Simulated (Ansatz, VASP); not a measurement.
## Two plane-wave programs on MoSe

File INCAR:

```
SYSTEM = MoSe
PREC = Accurate ; ENCUT = 520
EDIFF = 1E-7 ; ISMEAR = 0
SIGMA = 0.05 ; LREAL = .False.
LASPH = .True. ; NELM = 150
ALGO = Normal ; ISIF = 2
LWAVE = .False. ; LCHARG = .True.
ISPIN = 2 ; MAGMOM = 0.05 0.05 0 0
LORBIT = 11 ; LMAXMIX = 4
GGA = PS ; LELF = .True.
LVHAR = .True. ; NBANDS = 32
```

KPOINTS

```
regular mesh
0
Gamma
  10 10 6
  0 0 0
```

Contents of POSCAR:

```
MoSe
1.0
    4.0730809121      0.0000000000      0.0000000000
   -2.0365404561      3.5273915416      0.0000000000
    0.0000000000      0.0000000000      5.0985318699
Mo Se
2 2
Direct
    0.0000000000      0.0000000000      0.0000000000
    0.0000000000      0.0000000000      0.5000000000
    0.3333333333      0.6666666667      0.2500000000
    0.6666666667      0.3333333333      0.7500000000
```

Input for Ansatz:

```yaml
crystal:
  lattice:
    - [4.0730809121, 0.0, 0.0]
    - [-2.0365404561, 3.5273915416, 0.0]
    - [0.0, 0.0, 5.0985318699]
  atoms:
    - { symbol: Mo, position: [0.0, 0.0, 0.0], spin: 0.05 }
    - { symbol: Mo, position: [0.0, 0.0, 0.5], spin: 0.05 }
    - { symbol: Se, position: [0.3333333333, 0.6666666667, 0.25] }
    - { symbol: Se, position: [0.6666666667, 0.3333333333, 0.75] }
basis:
  ecutwfc: 420
  ecutrho_ratio: 4
kpoints:
  mp_grid: { grid: [10, 10, 6] }
hamiltonian:
  xc: pbesol
scf:
  occupations: { method: gaussian, width: 0.05 }
  lower_state_search: "off"
output:
  forces: true
  stress: true
  eigenvalues: true
  populations: true
magnetization:
  spin_polarized: true
checkpoint:
  read: start.run
  write: ck
  compress: false
  write_wavefunctions: false
  write_every: 100000
```

Alike in both runs: task single point; functional PBEsol; k mesh 10 × 10 × 6; occupations gaussian, width 0.05 eV; collinear spin.

```csv
,VASP,Ansatz
version,VASP 6.6.1,Ansatz 0.2.0
potentials or method,"VASP PAW PBE potentials, release 64 (Mo_sv, Se), cutoff 520 eV","scalar-relativistic, plane waves, PAW"
valence electrons in the cell,40,60
```

```csv
,VASP,Ansatz,Ansatz less VASP
gap on the k mesh at the Fermi level (eV),none,none,-
pressure (GPa),-5.5,-5.8,-0.32
"traceless stress, the component that is largest in VASP (GPa)",-0.43,-0.50,-0.075
net moment per atom (μB),0.00,0.00,0.000
```

VASP's potentials were made for PBE, not for PBEsol. A gap of «none» marks a metal or a gap that the smearing closes. With one functional, cell and mesh, what is left measures potentials, basis and numerics. VASP's potentials hold 40 valence electrons a cell and Ansatz's 60, so a difference there can come from the potentials and not from the codes. Ansatz's warnings: seeded moment not kept.
